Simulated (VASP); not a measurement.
# Co (P6_3/mmc) in VASP: notebook, part 2 of 2

VASP 6.6.1. Earlier steps stand in the parts before.

### 3 Single point, PBE, collinear spin, ferromagnetic start

INCAR

```
PREC = Accurate
ENCUT = 520
EDIFF = 1E-6
ISMEAR = -1
SIGMA = 0.025
LREAL = F
LASPH = T
NELM = 150
ALGO = Normal
ISIF = 2
LWAVE = F
LCHARG = F
ISPIN = 2
MAGMOM = 3.2 3.2 3.2 3.2
LORBIT = 11
LMAXMIX = 4
GGA = PE
NBANDS = 30
```

KPOINTS

```
Automatic mesh
0
Gamma
  12 12 3
```

POSCAR

```
Co
1.0
    2.4705620000      0.0000000000      0.0000000000
   -1.2352810000      2.1395694536      0.0000000000
    0.0000000000      0.0000000000      8.0882340000
Co
4
Direct
    0.0000000000      0.0000000000      0.0000000000
    0.3333333333      0.6666666667      0.2500000000
    0.0000000000      0.0000000000      0.5000000000
    0.6666666667      0.3333333333      0.7500000000
```

Potentials or basis: VASP PAW PBE potentials, release 64 (Co).

On the command line:

```bash
cat potpaw_PBE.64/Co/POTCAR > POTCAR
mpirun -np 1 vasp_std > vasp.out
```

OUTCAR:

```text
PREC = Accurate
   ENCUT = 520
   EDIFF = 1E-6
   ISMEAR = -1
   LREAL = F
   LASPH = T
   NELM = 150
   ISIF = 2
   ISPIN = 2
   LORBIT = 11
   GGA = PE

 ion  position               nearest neighbor table
   1  0.000  0.000  0.000-   2 2.47   4 2.47   2 2.47   4 2.47   4 2.47   2 2.47
   2  0.333  0.667  0.250-   1 2.47   3 2.47   1 2.47   3 2.47   1 2.47   3 2.47
   3  0.000  0.000  0.500-   2 2.47   4 2.47   2 2.47   4 2.47   4 2.47   2 2.47
   4  0.667  0.333  0.750-   1 2.47   3 2.47   1 2.47   3 2.47   1 2.47   3 2.47

  LATTYP: Found a hexagonal cell.
 ALAT       =     2.4705620000
 C/A-ratio  =     3.2738437651

  Lattice vectors:

 A1 = (   2.4705620000,   0.0000000000,   0.0000000000)
 A2 = (  -1.2352810000,   2.1395694536,   0.0000000000)
 A3 = (   0.0000000000,   0.0000000000,   8.0882340000)

Analysis of symmetry for initial positions (statically):
=====================================================================
 Subroutine PRICEL returns:
 Original cell was already a primitive cell.

 Routine SETGRP: Setting up the symmetry group for a
 hexagonal supercell.

 Subroutine GETGRP returns: Found 24 space group operations
 (whereof 12 operations were pure point group operations)
 out of a pool of 24 trial point group operations.

The static configuration has the point symmetry D_3d.
 The point group associated with its full space group is D_6h.

Analysis of symmetry for dynamics (positions and initial velocities):
=====================================================================
 Subroutine PRICEL returns:
 Original cell was already a primitive cell.

 Routine SETGRP: Setting up the symmetry group for a
 hexagonal supercell.

 Subroutine GETGRP returns: Found 24 space group operations
 (whereof 12 operations were pure point group operations)
 out of a pool of 24 trial point group operations.

The dynamic configuration has the point symmetry D_3d.
 The point group associated with its full space group is D_6h.

[... 160 lines left out ...]
  ext. energy  EPLUGINS =         0.00000000
  ---------------------------------------------------
  free energy    TOTEN  =       -28.09696474 eV

  energy without entropy =      -28.08675803  energy(sigma->0) =      -28.09186139

 E-fermi :  10.5223     XC(G=0): -13.4936

 val. band max:       10.5117676228   @ k =   0.1667   0.0833   0.3333
 cond. band min:      10.5252600765   @ k =   0.2500   0.0833   0.0000
 fundamental gap:      0.0134924536
 Fermi energy:        10.5223206996

 spin component 1

 k-point     1 :       0.0000    0.0000    0.0000
  band No.  band energies     occupation
      1       1.4605      1.00000
      2       3.6746      1.00000
      3       3.7007      1.00000
      4       5.2459      1.00000
      5       7.4367      1.00000
      6       7.4758      1.00000
[... 781 lines left out ...]
     29      24.6376      0.00000
     30      25.6685      0.00000

 [... further k-points ...]

 spin component 2

 k-point     1 :       0.0000    0.0000    0.0000
  band No.  band energies     occupation
      1       1.4846      1.00000
      2       3.7844      1.00000
      3       3.7861      1.00000
      4       6.1961      1.00000
      5       8.8061      1.00000
      6       8.8752      1.00000
[... 781 lines left out ...]
     29      25.0883      0.00000
     30      26.1162      0.00000

 [... further k-points ...]
[... 5 lines left out ...]
  --------------------------------------------------------------------------------------
  -------------------------------------------------------------------------------------
  Total        1.4923568      1.4923568      0.4514928      0.0000000      0.0000000      0.0000000
  in kB       55.9251807     55.9251807     16.9194232      0.0000000      0.0000000      0.0000000
  external PRESSURE =      42.9232615 kB  Pullay stress =       0.0000000 kB

 VOLUME and BASIS-vectors are now :
 -----------------------------------------------------------------------------
  energy-cutoff  :      520.00
  volume of cell :       42.75
      direct lattice vectors                 reciprocal lattice vectors
     2.470562000  0.000000000  0.000000000     0.404766203  0.233691876  0.000000000
    -1.235281000  2.139569454  0.000000000     0.000000000  0.467383753  0.000000000
     0.000000000  0.000000000  8.088234000     0.000000000  0.000000000  0.123636383

 POSITION                                       TOTAL-FORCE (eV/Angst)
 -----------------------------------------------------------------------------------
      0.00000      0.00000      0.00000        -0.000000      0.000000      0.000000
     -0.00000      1.42638      2.02206         0.000000      0.000000      0.000000
      0.00000      0.00000      4.04412        -0.000000      0.000000      0.000000
      1.23528      0.71319      6.06618        -0.000000      0.000000     -0.000000
 -----------------------------------------------------------------------------------
    total drift:                                0.000000     -0.000000      0.000000

  FREE ENERGIE OF THE ION-ELECTRON SYSTEM (eV)
  ---------------------------------------------------
  free  energy   TOTEN  =       -28.0969647418 eV

  energy  without entropy=      -28.0867580295  energy(sigma->0) =      -28.09186139

 total charge

# of ion       s       p       d       tot
------------------------------------------
    1        0.499   0.537   7.269   8.304
    2        0.498   0.540   7.260   8.298
    3        0.499   0.537   7.269   8.304
    4        0.498   0.540   7.260   8.298
--------------------------------------------------
tot          1.993   2.154  29.057  33.203

 magnetization (x)

# of ion       s       p       d       tot
------------------------------------------
    1       -0.012  -0.048   1.731   1.671
    2       -0.012  -0.051   1.757   1.694
    3       -0.012  -0.048   1.731   1.671
    4       -0.012  -0.051   1.757   1.694
--------------------------------------------------
tot         -0.048  -0.198   6.977   6.732
```

stdout:

```text
POSCAR found type information on POSCAR Co
 POSCAR found :  1 types and       4 ions
 scaLAPACK will be used
 LDA part: xc-table for (Slater+PW92), standard interpolation
 POSCAR, INCAR and KPOINTS ok, starting setup
 FFT: planning ... GRIDC
 FFT: planning ... GRID_SOFT
 FFT: planning ... GRID
 WAVECAR not read
 entering main loop
```

Run time: 46 s. Hardware: 1 thread of AMD EPYC 9R45 (Zen 5), shared host; peak memory 0.17 GiB.

Results:

```yaml
Free_energy: -28.0970 eV
Pressure: 4.3 GPa
Net_moment: 6.68 μB per cell
Site_moments: Co +1.67, +1.69 μB
Valence_electrons_inside_the_program's_atomic_spheres: Co 8.30
```
